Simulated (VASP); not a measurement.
## KBr: single point with HSE06

KBr:

```
K Br
1.0
     0.10670    3.33333    3.33333
     3.33333    0.10670    3.33333
     3.33333    3.33333    0.10670
K Br
1 1
Cartesian
  0.0000 0.0000 0.0000
  3.3867 3.3867 3.3867
```

This cell differs from its parent crystal: epitaxial 111 strain -2.3%.

```yaml
Program: VASP 6.6.1
Task: single point
Functional: HSE06
Potentials_or_basis: VASP PAW PBE potentials, release 64 (K_sv, Br)
Cutoff: 520 eV
k_mesh: 4 × 4 × 4
Occupations: gaussian, width 0.01 eV
Spin: no spin polarisation
Dipole_correction: no
Grid_for_exact_exchange_PRECFOCK: Normal
Further_INCAR_settings: ALGO = Normal; EDIFF = 1e-07; NBANDS = 15
Share_of_exact_exchange: 0.25
Screening_parameter: 0.2079 1/Å
```

The pressure is 0.8 GPa and the band gap on the k mesh is 5.60 eV.

Stress tensor (GPa, compression positive):
```
 0.80 -0.18 -0.18
-0.18  0.80 -0.18
-0.18 -0.18  0.80
```

Levels at points of the mesh, in eV from the valence-band top:
```tsv
k point	band 4	band 5	band 6	band 7	band 8	band 9	band 10	band 11	band 12	band 13
(0.00, 0.00, 0.00)	-12.11	-12.10	-0.12	0.00	0.00	5.60	8.67	9.07	9.07	9.90
(0.50, 0.00, 0.00)	-12.10	-11.84	-1.31	-0.48	-0.38	7.74	9.65	11.18	11.29	11.53
(0.50, 0.50, 0.00)	-12.14	-12.14	-0.94	-0.41	-0.30	7.00	8.51	10.84	10.95	11.30
(0.50, 0.50, 0.50)	-12.11	-11.81	-1.33	-0.32	-0.32	7.77	9.44	11.29	11.29	11.57
```

Wall time 9.7 min on 1 thread of Oxide Virtual Turin-like Processor, with other jobs on the host, peak memory 0.29 GiB.

Caveat: the cell differs from its parent crystal (epitaxial 111 strain -2.3%); the PAW data sets were made with another functional, which shifts forces and pressure a little.
